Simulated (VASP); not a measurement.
Crystal: YSe.

```
Y Se
1.0
     0.00000    2.85150    2.85150
     2.85150    0.00000    2.85150
     2.85150    2.85150    0.00000
Y Se
1 1
Direct
  0.50000 0.50000 0.50000
  0.00000 0.00000 0.00000
```

| Quantity | Value |
| --- | --- |
| Program | VASP 6.6.1 |
| Task | relaxation of cell and atoms |
| Functional | LDA |
| Potentials or basis | VASP PAW LDA potentials, release 64 (Y_sv, Se) |
| Cutoff | 600 eV |
| k mesh | 12 × 12 × 12 |
| Occupations | fermi-dirac, width 0.1 eV |
| Spin | no spin polarisation |

At the start: pressure -2.6 GPa; volume 23.19 Å³/atom.

Task: How do energy, volume and symmetry change on relaxing?

Result: Over 3 steps the energy falls by 5.7 meV/atom and the volume is 22.50 Å³/atom (-2.9 %); space group Fm-3m (No. 225, to 0.1 Å) before and after.

Step by step:
```csv
step,energy change (eV),largest force (eV/Å),pressure (GPa),volume (Å³)
1,0.0000,0.0000,-2.61,46.37
2,-0.0030,0.0000,2.49,43.88
3,-0.0114,0.0000,-0.01,45.00
```

Final structure:
```xyz
2
Lattice="0.0000 2.8232 2.8232 2.8232 0.0000 2.8232 2.8232 2.8232 0.0000" Properties=species:S:1:pos:R:3 pbc="T T T"
Y     2.8232    2.8232    2.8232
Se    0.0000    0.0000    0.0000
```
